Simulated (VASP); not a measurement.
Runs of VASP 6.6.1 on Mg. The structure is that of space group P6_3/mmc (No. 194), or close to it. The cells are those of the table. 

```tsv
task	cell	cutoff (eV)	smearing	gap on the mesh (eV)	pressure (GPa)	relaxed volume (Å³/atom)
single point	a = 3.151, b = 3.151, c = 5.024 Å, angles 90.0, 90.0, 120.0°, 2 atoms	520	gaussian 0.1 eV	none	-0.3	-
single point	a = 3.147, b = 3.147, c = 5.049 Å, angles 90.0, 90.0, 120.0°, 2 atoms	520	fermi-dirac 0.15 eV	none	-0.3	-
relaxation of cell and atoms	relaxed from a = 3.151, b = 3.151, c = 5.024 Å, angles 90.0, 90.0, 120.0°, 2 atoms	600	fermi-dirac 0.15 eV	none	0.0	21.47
relaxation of cell and atoms	relaxed from a = 3.209, b = 3.209, c = 5.210 Å, angles 90.0, 90.0, 120.0°, 2 atoms	600	gaussian 0.1 eV	none	0.0	(a)
```

Alike in all rows: level LDA; potentials or basis VASP PAW LDA potentials, release 64 (Mg); no spin polarisation; k mesh 12 × 12 × 8.

Question: Fill in the values left out.

Answer: (a) 21.42.

A gap of «none» marks levels without a gap at the run's occupations.
